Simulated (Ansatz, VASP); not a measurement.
Two plane-wave programs on Ga2O

File INCAR:

```
SYSTEM = Ga2O
  PREC = Accurate
  ENCUT = 600
  EDIFF = 1E-6
  ISMEAR = 0
  SIGMA = 0.1
  LREAL = .False.
  LASPH = .True.
  NELM = 60
  ALGO = Normal
  ISIF = 3
  LWAVE = .False.
  LCHARG = .False.
  GGA = PE
  IBRION = 2
  NSW = 90
  EDIFFG = -0.04
```

File KPOINTS:

```
regular mesh
0
Gamma
  6 6 6
  0 0 0
```

POSCAR

```
Ga2O
1.0
    4.5253734800      0.0000000000      0.0000000000
   -2.2626867400      3.9190883900      0.0000000000
    0.0000000000      0.0000000000      2.7685676800
Ga O
2 1
Direct
    0.0000000000      0.0000000000      0.5000000000
    0.3333333300      0.6666666700      0.0000000000
    0.6666666700      0.3333333300      0.5000000000
```

Input for Ansatz:

```yaml
crystal:
  lattice:
    - [4.52537348, 0.0, 0.0]
    - [-2.26268674, 3.91908839, 0.0]
    - [0.0, 0.0, 2.76856768]
  atoms:
    - { symbol: Ga, position: [0.0, 0.0, 0.5] }
    - { symbol: Ga, position: [0.33333333, 0.66666667, 0.0] }
    - { symbol: O, position: [0.66666667, 0.33333333, 0.5] }
basis:
  ecutwfc: 420
kpoints:
  mp_grid: { grid: [6, 6, 6] }
hamiltonian:
  xc: pbe
scf:
  occupations: { method: gaussian, width: 0.1 }
  lower_state_search: "off"
output:
  forces: true
  stress: true
  eigenvalues: true
relax:
  adjacent_minimum: "off"
  f_tol: 0.04
  max_steps: 70
  cell: { stress_tol: 0.4 }
```

Change from the starting cell: species swapped into the In2Bi type (P-6m2, No. 187).

Alike in both runs: task relaxation of cell and atoms; functional PBE; k mesh 6 × 6 × 6; occupations gaussian, width 0.1 eV; no spin polarisation.

```csv
,VASP,Ansatz
version,VASP 6.6.1,Ansatz 0.2.0
potentials or method,"VASP PAW PBE potentials, release 64 (Ga_d, O), cutoff 600 eV","scalar-relativistic, plane waves, PAW"
valence electrons in the cell,32,32
```

Ansatz gave:

| Item | Value |
| --- | --- |
| gap on the k mesh at the Fermi level, each at its own relaxed structure (eV) | none |
| relaxed volume (Å³/atom) | 17.56 |
| relaxed cell length with the largest relative difference (Å) | 5.343 |

Problem. Estimate VASP's values.

Solution. gap on the k mesh at the Fermi level, each at its own relaxed structure (eV): none; relaxed volume (Å³/atom): 15.34; relaxed cell length with the largest relative difference (Å): 3.952.

A gap of «none» marks a metal or a gap that the smearing closes. One of these differences is far larger than is usual between the two programs; its cause wasn't traced.

The k mesh is coarse, so the values compare programs but aren't converged.
